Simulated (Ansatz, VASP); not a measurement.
**One calculation of PbS, two programs**

The input INCAR:

```
PREC     = Accurate       # precision mode
ENCUT    = 520            # plane-wave cutoff, eV
EDIFF    = 1E-7           # SCF threshold, eV
ISMEAR   = 0              # smearing method
SIGMA    = 0.03           # smearing width, eV
LREAL    = F              # projectors in reciprocal space
LASPH    = T              # aspherical terms in the spheres
NELM     = 60             # most SCF steps
ALGO     = Normal         # electronic algorithm
ISIF     = 2              # what is computed and relaxed
LWAVE    = F              # write WAVECAR
LCHARG   = F              # write CHGCAR
GGA      = PE             # functional
NBANDS   = 17             # bands
```

The input KPOINTS:

```
regular mesh
0
Gamma
  10 10 10
```

Contents of POSCAR:

```
PbS
1.0
    0.0000000000      2.9650000000      2.9650000000
    2.9650000000      0.0000000000      2.9650000000
    2.9650000000      2.9650000000      0.0000000000
Pb S
1 1
Direct
    0.0000000000      0.0000000000      0.0000000000
    0.5085190807      0.5085190807      0.5085190807
```

Input for Ansatz:

```yaml
crystal:
  lattice:
    - [0.0, 2.965, 2.965]
    - [2.965, 0.0, 2.965]
    - [2.965, 2.965, 0.0]
  atoms:
    - { symbol: Pb, position: [0.0, 0.0, 0.0] }
    - { symbol: S, position: [0.5085190807, 0.5085190807, 0.5085190807] }
basis:
  ecutwfc: 420
kpoints:
  mp_grid: { grid: [10, 10, 10] }
hamiltonian:
  xc: pbe
scf:
  occupations: { method: gaussian, width: 0.03 }
output:
  forces: true
  stress: true
  eigenvalues: true
```

Change from the starting cell: all S atoms moved +0.087 Å, as atom 2 along Cartesian [1 1 1].

Alike in both runs: task single point; functional PBE; k mesh 10 × 10 × 10; occupations gaussian, width 0.03 eV; no spin polarisation.

|  | VASP | Ansatz |
| --- | --- | --- |
| version | VASP 6.6.1 | Ansatz 0.2.0 |
| potentials or method | VASP PAW PBE potentials, release 64 (Pb_d, S), cutoff 520 eV | scalar-relativistic, plane waves, PAW |
| valence electrons in the cell | 20 | 20 |

```csv
,VASP,Ansatz,Ansatz less VASP
gap on the k mesh at the Fermi level (eV),0.40,0.39,-0.007
least direct gap on the mesh (eV),0.40,0.39,-0.007
pressure (GPa),2.3,2.4,+0.07
rms of the force components (eV/Å),0.033,0.032,-0.0006
```

Atom by atom the forces differ by 0.001 eV/Å (rms over components).

Spin-orbit coupling is off throughout.
